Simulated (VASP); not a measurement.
A run of VASP 6.6.1 is set up as follows.

The input INCAR:

```
PREC     = Accurate       # precision mode
ENCUT    = 520            # plane-wave cutoff, eV
EDIFF    = 1E-6           # SCF threshold, eV
ISMEAR   = 0              # smearing method
SIGMA    = 0.1            # smearing width, eV
LREAL    = F              # projectors in reciprocal space
LASPH    = T              # aspherical terms in the spheres
NELM     = 100            # most SCF steps
ALGO     = Normal         # electronic algorithm
ISIF     = 2              # what is computed and relaxed
LWAVE    = F              # write WAVECAR
LCHARG   = F              # write CHGCAR
GGA      = PE             # functional
NBANDS   = 22             # bands
```

KPOINTS

```
Automatic mesh
0
Gamma
  12 12 12
```

The input POSCAR:

```
CaC
1.0
    4.2927424345      0.0000000000      0.0000000000
   -2.1463712173      3.7176240002      0.0000000000
    0.0000000000      0.0000000000      3.7281053554
Ca C
2 2
Direct
    0.3333333333      0.6666666667      0.2500000000
    0.6666666667      0.3333333333      0.7500000000
    0.0000000000      0.0000000000      0.2500000000
    0.0000000000      0.0000000000      0.7500000000
```

Potentials or basis: VASP PAW PBE potentials, release 64 (Ca_sv, C).

The run is started by

```console
$ cat potpaw_PBE.64/Ca_sv/POTCAR potpaw_PBE.64/C/POTCAR > POTCAR
$ mpirun -np 1 vasp_std > vasp.out
```

Q: What does it give for the pressure?

A: 0.3 GPa.

Q: Estimate the band gap on the k mesh.

A: Zero (band 14 reaches 5.59 eV, above the bottom of band 15 at 4.91 eV).

Stress tensor (GPa, compression positive):
```
0.43 0.00 0.00
0.00 0.43 0.00
0.00 0.00 0.16
```
